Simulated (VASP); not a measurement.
Ag:

```
Ag
1.0
     2.92230    0.00000    0.00000
    -1.46115    2.53079    0.00000
     0.00000    0.00000    4.70166
Ag
2
Cartesian
  0.0000 1.6872 1.1754
  1.4611 0.8436 3.5262
```

This isn't the form of Ag at room conditions, which is fcc.

| Property | Result |
| --- | --- |
| Program | VASP 6.6.1 |
| Task | relaxation of cell and atoms |
| Functional | PBEsol |
| Potentials or basis | VASP PAW PBE potentials, release 64 (Ag) |
| Cutoff | 600 eV |
| k mesh | 18 × 18 × 10 |
| Occupations | gaussian, width 0.1 eV |
| Spin | no spin polarisation |

At the start: pressure -4.4 GPa; volume 17.39 Å³/atom.

How do energy, volume and symmetry change on relaxing?

Over 10 steps the energy falls by 11.2 meV/atom and the volume is 16.67 Å³/atom (-4.1 %); space group P6_3/mmc (No. 194, to 0.1 Å) before and after.

The path:
| step | energy change (eV) | largest force (eV/Å) | pressure (GPa) | volume (Å³) |
| --- | --- | --- | --- | --- |
| 1 | 0.0000 | 0.0000 | -4.37 | 34.77 |
| 2 | -0.0123 | 0.0000 | 3.05 | 32.44 |
| 3 | -0.0213 | 0.0000 | 0.30 | 33.33 |
| 4 | -0.0212 | 0.0000 | -0.17 | 33.39 |
| 5 | -0.0213 | 0.0000 | -0.12 | 33.36 |
| 6 | -0.0221 | 0.0000 | -0.07 | 33.36 |
| 7 | -0.0224 | 0.0000 | -0.08 | 33.36 |
| 8 | -0.0224 | 0.0000 | -0.08 | 33.36 |
| 9 | -0.0224 | 0.0000 | 0.08 | 33.31 |
| 10 | -0.0224 | 0.0000 | 0.00 | 33.34 |

Final structure:
```
CELL_PARAMETERS angstrom
2.86564 0.00000 0.00000
-1.43282 2.48171 0.00000
0.00000 0.00000 4.68744
ATOMIC_POSITIONS crystal
Ag 0.33333 0.66667 0.25000
Ag 0.66667 0.33333 0.75000
```

Caveat: the PAW data sets were made with another functional, which shifts forces and pressure a little.
